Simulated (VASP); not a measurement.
# BiRu (P2_13) in VASP: further runs

The runs below take BiRu through single point, relaxation of cell and atoms, with PBE.

All numbers are computed with VASP 6.6.1; they aren't measurements. Logs are shortened: lines on timing, memory, paths and dates and some standing lists are left out, and cuts for length are marked.

### Step 1. The cell of the first run

The structure is cubic, space group P2_13 (No. 198). Conventional cell: a = 5.417 Å, b = 5.417 Å, c = 5.417 Å, α = 90.00°, β = 90.00°, γ = 90.00°. Within 3.7 Å of Bi (site symmetry 3) lie 7 Ru at 2.81 to 3.04 Å and 6 Bi at 3.38 Å. Within 3.7 Å of Ru (site symmetry 3) lie 7 Bi at 2.81 to 3.04 Å and 6 Ru at 3.35 Å.

### Step 2. Single point, PBE

Input file INCAR:

```
ALGO = Fast ; EDIFF = 1E-6
ENCUT = 520 ; GGA = PE
ISIF = 2 ; ISMEAR = 0
LASPH = T ; LCHARG = F
LREAL = F ; LWAVE = F
NBANDS = 68 ; NELM = 80
PREC = Accurate ; SIGMA = 0.1
```

Input file KPOINTS:

```
k-points
0
Gamma
  4 4 4
```

Input file POSCAR:

```
BiRu
1.0
    5.4171334904      0.0000000000      0.0000000000
    0.0000000000      5.4171334904      0.0000000000
    0.0000000000      0.0000000000      5.4171334904
Bi Ru
4 4
Direct
    0.1684896424      0.1684896424      0.1684896424
    0.3315103576      0.8315103576      0.6684896424
    0.6684896424      0.3315103576      0.8315103576
    0.8315103576      0.6684896424      0.3315103576
    0.8440263796      0.8440263796      0.8440263796
    0.6559736204      0.1559736204      0.3440263796
    0.3440263796      0.6559736204      0.1559736204
    0.1559736204      0.3440263796      0.6559736204
```

Potentials or basis: VASP PAW PBE potentials, release 64 (Bi_d, Ru_pv).

Command:

```
$ cat potpaw_PBE.64/Bi_d/POTCAR potpaw_PBE.64/Ru_pv/POTCAR > POTCAR
$ mpirun -np 1 vasp_std > vasp.out
```

OUTCAR:

```text
EDIFF = 1E-6
   ENCUT = 520
   GGA = PE
   ISIF = 2
   ISMEAR = 0
   LASPH = T
   LREAL = F
   NELM = 80
   PREC = Accurate

 ion  position               nearest neighbor table
   1  0.168  0.168  0.168-   7 2.81   6 2.81   8 2.81   8 2.94   7 2.94   6 2.94   5 3.04   4 3.38
                             4 3.38   3 3.38   3 3.38   2 3.38   2 3.38
   2  0.332  0.832  0.668-   8 2.81   7 2.81   5 2.81   8 2.94   5 2.94   7 2.94   6 3.04   4 3.38
                             3 3.38   3 3.38   4 3.38   1 3.38   1 3.38
   3  0.668  0.332  0.832-   5 2.81   6 2.81   8 2.81   6 2.94   5 2.94   8 2.94   7 3.04   2 3.38
                             2 3.38   1 3.38   1 3.38   4 3.38   4 3.38
   4  0.832  0.668  0.332-   6 2.81   5 2.81   7 2.81   5 2.94   7 2.94   6 2.94   8 3.04   2 3.38
                             1 3.38   1 3.38   2 3.38   3 3.38   3 3.38
   5  0.844  0.844  0.844-   3 2.81   2 2.81   4 2.81   4 2.94   3 2.94   2 2.94   1 3.04   6 3.35
                             6 3.35   7 3.35   8 3.35   8 3.35   7 3.35
   6  0.656  0.156  0.344-   4 2.81   3 2.81   1 2.81   4 2.94   1 2.94   3 2.94   2 3.04   7 3.35
                             8 3.35   5 3.35   5 3.35   7 3.35   8 3.35
   7  0.344  0.656  0.156-   1 2.81   2 2.81   4 2.81   2 2.94   1 2.94   4 2.94   3 3.04   6 3.35
                             8 3.35   8 3.35   6 3.35   5 3.35   5 3.35
   8  0.156  0.344  0.656-   2 2.81   1 2.81   3 2.81   1 2.94   3 2.94   2 2.94   4 3.04   6 3.35
                             7 3.35   7 3.35   5 3.35   5 3.35   6 3.35

  LATTYP: Found a simple cubic cell.
 ALAT       =     5.4171334904

  Lattice vectors:

 A1 = (   5.4171334904,   0.0000000000,   0.0000000000)
 A2 = (   0.0000000000,   5.4171334904,   0.0000000000)
 A3 = (   0.0000000000,   0.0000000000,   5.4171334904)

Analysis of symmetry for initial positions (statically):
=====================================================================
 Subroutine PRICEL returns:
 Original cell was already a primitive cell.

 Routine SETGRP: Setting up the symmetry group for a
 simple cubic supercell.

 Subroutine GETGRP returns: Found 12 space group operations
 (whereof  3 operations were pure point group operations)
 out of a pool of 48 trial point group operations.

The static configuration has the point symmetry C_3 .
 The point group associated with its full space group is T   .

Analysis of symmetry for dynamics (positions and initial velocities):
=====================================================================
 Subroutine PRICEL returns:
 Original cell was already a primitive cell.

 Routine SETGRP: Setting up the symmetry group for a
 simple cubic supercell.

 Subroutine GETGRP returns: Found 12 space group operations
 (whereof  3 operations were pure point group operations)
 out of a pool of 48 trial point group operations.

The dynamic configuration has the point symmetry C_3 .
 The point group associated with its full space group is T   .

 Subroutine INISYM returns: Found 12 space group operations
 (whereof  3 operations are pure point group operations),
 and found     1 'primitive' translations

----------------------------------------------------------------------------------------

                                     Primitive cell

  volume of cell :     158.9676

  direct lattice vectors                    reciprocal lattice vectors
     5.417133490  0.000000000  0.000000000     0.184599475  0.000000000  0.000000000
     0.000000000  5.417133490  0.000000000     0.000000000  0.184599475  0.000000000
     0.000000000  0.000000000  5.417133490     0.000000000  0.000000000  0.184599475

  length of vectors
     5.417133490  5.417133490  5.417133490     0.184599475  0.184599475  0.184599475

  position of ions in fractional coordinates (direct lattice)
     0.168489642  0.168489642  0.168489642
     0.331510358  0.831510358  0.668489642
     0.668489642  0.331510358  0.831510358
     0.831510358  0.668489642  0.331510358
     0.844026380  0.844026380  0.844026380
     0.655973620  0.155973620  0.344026380
     0.344026380  0.655973620  0.155973620
     0.155973620  0.344026380  0.655973620

  ion indices of the primitive-cell ions
   primitive index   ion index
                 1           1
                 2           2
                 3           3
                 4           4
                 5           5
                 6           6
                 7           7
                 8           8

----------------------------------------------------------------------------------------

 KPOINTS: k-points

Automatic generation of k-mesh.
 Grid dimensions read from file:
 generate k-points for:    4    4    4

 Generating k-lattice:

  Cartesian coordinates                     Fractional coordinates (reciprocal lattice)
     0.046149869  0.000000000  0.000000000     0.250000000  0.000000000  0.000000000
     0.000000000  0.046149869  0.000000000     0.000000000  0.250000000  0.000000000
     0.000000000  0.000000000  0.046149869     0.000000000  0.000000000  0.250000000

  Length of vectors
     0.046149869  0.046149869  0.046149869

  Shift w.r.t. Gamma in fractional coordinates (k-lattice)
     0.000000000  0.000000000  0.000000000

 Subroutine IBZKPT returns following result:
 ===========================================

 Found     11 irreducible k-points:

 Following reciprocal coordinates:
            Coordinates               Weight
  0.000000  0.000000  0.000000      1.000000
  0.250000  0.000000  0.000000      6.000000
  0.500000  0.000000  0.000000      3.000000
  0.250000  0.250000  0.000000     12.000000
  0.500000  0.250000  0.000000      6.000000
 -0.250000  0.500000  0.000000      6.000000
  0.500000  0.500000  0.000000      3.000000
  0.250000  0.250000  0.250000      8.000000
  0.500000  0.250000  0.250000     12.000000
  0.500000  0.500000  0.250000      6.000000
  0.500000  0.500000  0.500000      1.000000
   k-points           NKPTS =     11   k-points in BZ     NKDIM =     11   number of bands    NBANDS=     68
   number of dos      NEDOS =    301   number of ions     NIONS =      8
   total plane-waves  NPLWV =  64000
   dimension x,y,z NGX =    40 NGY =   40 NGZ =   40
   dimension x,y,z NGXF=    80 NGYF=   80 NGZF=   80
   ions per type =               4   4
   NGX,Y,Z   is equivalent  to a cutoff of  12.28, 12.28, 12.28 a.u.
   NGXF,Y,Z  is equivalent  to a cutoff of  24.55, 24.55, 24.55 a.u.
 SYSTEM =  unknown system
   PREC   = accura    normal or accurate (medium, high low for compatibility)
   ISTART =      0    job   : 0-new  1-cont  2-samecut
   ICHARG =      2    charge: 1-file 2-atom 10-const
   ISPIN  =      1    spin polarized calculation?
   LNONCOLLINEAR =      F non collinear calculations
   LSORBIT =      F    spin-orbit coupling
   LASPH  =      T    aspherical Exc in radial PAW
   ENCUT  =  520.0 eV  38.22 Ry    6.18 a.u.  10.07 10.07 10.07*2*pi/ulx,y,z
   NELM   =     80;   NELMIN=  2; NELMDL= -5     # of ELM steps
   EDIFF  = 0.1E-05   stopping-criterion for ELM
   LREAL  =      F    real-space projection
   EDIFFG = 0.1E-04   stopping-criterion for IOM
   NSW    =      0    number of steps for IOM
   IBRION =     -1    ionic relax: 0-MD 1-quasi-New 2-CG
   NFREE  =      0    steps in history (QN), initial steepest desc. (CG)
   ISIF   =      2    stress and relaxation
   ISYM   =      2    0-nonsym 1-usesym 2-fastsym
   POTIM  = 0.5000    time-step for ionic-motion
   TEBEG  =    0.0;   TEEND  =   0.0 temperature during run
   PSTRESS=    0.0 pullay stress
   NELECT =     116.0000    total number of electrons
   NUPDOWN=      -1.0000    fix difference up-down
   EMIN   =  10.00;   EMAX   =-10.00  energy-range for DOS
   EFERMI =   0.00;   METHOD = LEGACY
   ISMEAR =     0;   SIGMA  =   0.10  broadening in eV -4-tet -1-fermi 0-gaus
   EFERMI_NEDOS =   21; number of points for ismear=-14 and -15
   IALGO  =     68    algorithm
   IMIX   =      4    mixing-type and parameters
     AMIX     =   0.40;   BMIX     =  1.00
     AMIX_MAG =   1.60;   BMIX_MAG =  1.00
  volume/ion in A,a.u.               =      19.87       134.10
  Fermi-wavevector in a.u.,A,eV,Ry     =   1.473866  2.785203 29.555671  2.172281
  Thomas-Fermi vector in A             =   2.588707
   LORBIT       =      0    0 simple, 1 ext, 2 COOP (PROOUT), +10 PAW based schemes
   GGA     = PE    functional components
   LHFCALC =     F    Hartree Fock is set to
   AEXX    =    0.0000 exact exchange contribution
   IVDW    =     0    specifies the selected vdW correction
   LEPSILON=     F    determine dielectric tensor
   LRPA    =     F    only Hartree local field effects (RPA)
 non-spin polarized calculation
 RMM-DIIS sequential band-by-band and
 Gauss-broadening in eV      SIGMA  =   0.10
  energy-cutoff  :      520.00
  volume of cell :      158.97
 maximum number of plane-waves:      4337
   NGX = 21   NGY = 21   NGZ = 21

 number of electron     115.9999933 magnetization

 Free energy of the ion-electron system (eV)
  ---------------------------------------------------
  ext. energy  EPLUGINS =         0.00000000
  ---------------------------------------------------
  free energy    TOTEN  =       -48.44427241 eV

  energy without entropy =      -48.40379386  energy(sigma->0) =      -48.42403314

 E-fermi :  10.7398     XC(G=0): -12.1951

 val. band max:       10.7259490246   @ k =   0.0000   0.0000   0.0000
 cond. band min:      10.7806923995   @ k =   0.2500   0.2500   0.0000
 fundamental gap:      0.0547433749
 Fermi energy:        10.7397739263

 k-point     1 :       0.0000    0.0000    0.0000
  band No.  band energies     occupation
      1     -31.2712      2.00000
      2     -31.2712      2.00000
      3     -31.2712      2.00000
      4     -31.2597      2.00000
      5     -31.2597      2.00000
      6     -31.2597      2.00000
[... 60 lines left out ...]
     67      13.8547      0.00000
     68      13.8548      0.00000
[... 708 lines left out ...]
     67      14.8203      0.00000
     68      14.8203      0.00000

------------------------ aborting loop because EDIFF is reached ----------------------------------------

  FORCE on cell =-STRESS in cart. coord.  units (eV):
  Direction    XX          YY          ZZ          XY          YZ          ZX
  --------------------------------------------------------------------------------------
  -------------------------------------------------------------------------------------
  Total        0.0163361      0.0163361      0.0163361     -0.0000000      0.0000000      0.0000000
  in kB        0.1646460      0.1646460      0.1646460     -0.0000000      0.0000000      0.0000000
  external PRESSURE =       0.1646460 kB  Pullay stress =       0.0000000 kB

 VOLUME and BASIS-vectors are now :
 -----------------------------------------------------------------------------
  energy-cutoff  :      520.00
  volume of cell :      158.97
      direct lattice vectors                 reciprocal lattice vectors
     5.417133490  0.000000000  0.000000000     0.184599475  0.000000000  0.000000000
     0.000000000  5.417133490  0.000000000     0.000000000  0.184599475  0.000000000
     0.000000000  0.000000000  5.417133490     0.000000000  0.000000000  0.184599475

 POSITION                                       TOTAL-FORCE (eV/Angst)
 -----------------------------------------------------------------------------------
      0.91273      0.91273      0.91273        -0.010741     -0.010741     -0.010741
      1.79584      4.50440      3.62130         0.010741      0.010741     -0.010741
      3.62130      1.79584      4.50440        -0.010741      0.010741      0.010741
      4.50440      3.62130      1.79584         0.010741     -0.010741      0.010741
      4.57220      4.57220      4.57220         0.000250      0.000250      0.000250
      3.55350      0.84493      1.86364        -0.000250     -0.000250      0.000250
      1.86364      3.55350      0.84493         0.000250     -0.000250     -0.000250
      0.84493      1.86364      3.55350        -0.000250      0.000250     -0.000250
 -----------------------------------------------------------------------------------
    total drift:                               -0.000000     -0.000000     -0.000000

  FREE ENERGIE OF THE ION-ELECTRON SYSTEM (eV)
  ---------------------------------------------------
  free  energy   TOTEN  =       -48.4442724106 eV

  energy  without entropy=      -48.4037938607  energy(sigma->0) =      -48.42403314
```

It took 2 min on 1 thread of Intel Xeon 6975P-C (Granite Rapids), shared host; peak memory 0.28 GiB.

What came out:

* Free energy: -48.4443 eV
* Pressure: 0.0 GPa
* Largest force: 0.019 eV/Å
* Band gap on the k mesh: zero (bands 58 and 59 overlap by 0.14 eV)

Forces in eV/Å, atoms in the order of the input:
```
Bi  -0.011 -0.011 -0.011
Bi   0.011  0.011 -0.011
Bi  -0.011  0.011  0.011
Bi   0.011 -0.011  0.011
Ru   0.000  0.000  0.000
Ru   0.000  0.000  0.000
Ru   0.000  0.000  0.000
Ru   0.000  0.000  0.000
```

Levels at points of the mesh, in eV from the Fermi level:
```csv
k point,band 56,band 57,band 58,band 59,band 60,band 61
"(0.00, 0.00, 0.00)",-0.54,-0.01,-0.01,-0.01,0.69,0.69
"(0.50, 0.00, 0.00)",-0.51,-0.33,-0.33,0.37,0.37,1.27
"(0.50, 0.50, 0.00)",-0.71,-0.14,-0.14,0.15,0.15,1.41
"(0.50, 0.50, 0.50)",-0.86,-0.10,-0.10,-0.10,-0.10,2.09
```

Caveat: spin-orbit coupling is left out, which moves the levels of the heavy elements.

### Step 3. Single point, PBE

This run uses another cell than the first one, of 20.17 Å³/atom.

Input file INCAR:

```
SYSTEM = BiRu
PREC     = Accurate       ! precision mode
ENCUT    = 520            ! plane-wave cutoff, eV
EDIFF    = 1E-7           ! SCF threshold, eV
ISMEAR   = 0              ! smearing method
SIGMA    = 0.1            ! smearing width, eV
LREAL    = .FALSE.        ! projectors in reciprocal space
LASPH    = .TRUE.         ! aspherical terms in the spheres
NELM     = 100            ! most SCF steps
ALGO     = Fast           ! electronic algorithm
ISIF     = 2              ! what is computed and relaxed
LWAVE    = .FALSE.        ! write WAVECAR
LCHARG   = .TRUE.         ! write CHGCAR
GGA      = PE             ! functional
LELF     = .TRUE.         ! ELF
LVHAR    = .TRUE.       
NBANDS   = 68             ! bands
```

Input file KPOINTS:

```
Automatic mesh
0
G
  4 4 4
  0 0 0
```

Input file POSCAR:

```
BiRu
1.0
    5.4442691989      0.0000000000      0.0000000000
    0.0000000000      5.4442691989      0.0000000000
    0.0000000000      0.0000000000      5.4442691989
Bi Ru
4 4
Direct
    0.1340000000      0.1340000000      0.1340000000
    0.3660000000      0.8660000000      0.6340000000
    0.6340000000      0.3660000000      0.8660000000
    0.8660000000      0.6340000000      0.3660000000
    0.8445000000      0.8445000000      0.8445000000
    0.6555000000      0.1555000000      0.3445000000
    0.3445000000      0.6555000000      0.1555000000
    0.1555000000      0.3445000000      0.6555000000
```

Potentials or basis: VASP PAW PBE potentials, release 64 (Bi_d, Ru_pv).

Command:

```
$ cat potpaw_PBE.64/Bi_d/POTCAR potpaw_PBE.64/Ru_pv/POTCAR > POTCAR
$ mpirun -np 1 vasp_std > vasp.out
```

Wall time 2.5 min (1 thread of Intel Xeon 6975P-C (Granite Rapids), shared host); peak memory 0.29 GiB.

The run converged. Its results:

- Free energy: -47.4963 eV
- Pressure: -0.2 GPa
- Largest force: 1.396 eV/Å
- Band gap on the k mesh: zero (bands 58 and 59 overlap by 0.13 eV)

Forces in eV/Å, atoms in the order of the input:
```
Bi   0.806  0.806  0.806
Bi  -0.806 -0.806  0.806
Bi   0.806 -0.806 -0.806
Bi  -0.806  0.806 -0.806
Ru  -0.110 -0.110 -0.110
Ru   0.110  0.110 -0.110
Ru  -0.110  0.110  0.110
Ru   0.110 -0.110  0.110
```

Levels at points of the mesh, in eV from the Fermi level:
```csv
k point,band 55,band 56,band 57,band 58,band 59,band 60,band 61,band 62
"(0.00, 0.00, 0.00)",-0.28,-0.28,-0.03,-0.03,-0.03,0.42,0.42,0.42
"(0.50, 0.00, 0.00)",-0.35,-0.35,-0.34,-0.34,0.42,0.42,1.18,1.18
"(0.50, 0.50, 0.00)",-0.58,-0.58,-0.11,-0.11,0.22,0.22,1.18,1.18
"(0.50, 0.50, 0.50)",-0.78,-0.78,-0.15,-0.15,-0.15,-0.15,1.65,1.65
```

Caveat: spin-orbit coupling is left out, which moves the levels of the heavy elements; forces of over 1 eV/Å act on the atoms, so gaps and moduli don't describe the material at rest.

[end of part 1 of 2]

The gap in the log of VASP goes by the Fermi energy; the results here count the filled bands.